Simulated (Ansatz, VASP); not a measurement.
Si: VASP beside Ansatz

```xyz
2
Lattice="0.0000 2.6897 2.6897 2.6897 0.0000 2.6897 2.6897 2.6897 0.0000" Properties=species:S:1:pos:R:3 pbc="T T T"
Si    0.0000    0.0000    0.0000
Si    1.3448    1.3448    1.3448
```

Change from the starting cell: strained cell.

Alike in both runs: functional PBEsol; k mesh 10 × 10 × 10; occupations gaussian, width 0.02 eV; no spin polarisation.

Ansatz relaxed the structure, and its values are those at the end. VASP's run is a single point on that final structure, the one shown.

|  | VASP | Ansatz |
| --- | --- | --- |
| version | VASP 6.6.1 | Ansatz 0.2.0 |
| potentials or method | VASP PAW PBE potentials, release 64 (Si), cutoff 500 eV | scalar-relativistic, plane waves, PAW |
| valence electrons in the cell | 8 | 8 |

Ansatz gave:

| Property | Result |
| --- | --- |
| gap on the k mesh at the Fermi level (eV) | 0.42 |
| least direct gap on the mesh (eV) | 2.53 |
| pressure (GPa) | 3.0 |

Q: What did VASP give for the same quantities?

A: gap on the k mesh at the Fermi level (eV): 0.42; least direct gap on the mesh (eV): 2.53; pressure (GPa): 3.1.

VASP's potentials were made for PBE, not for PBEsol. Ansatz's warnings: stress scf threshold loose.
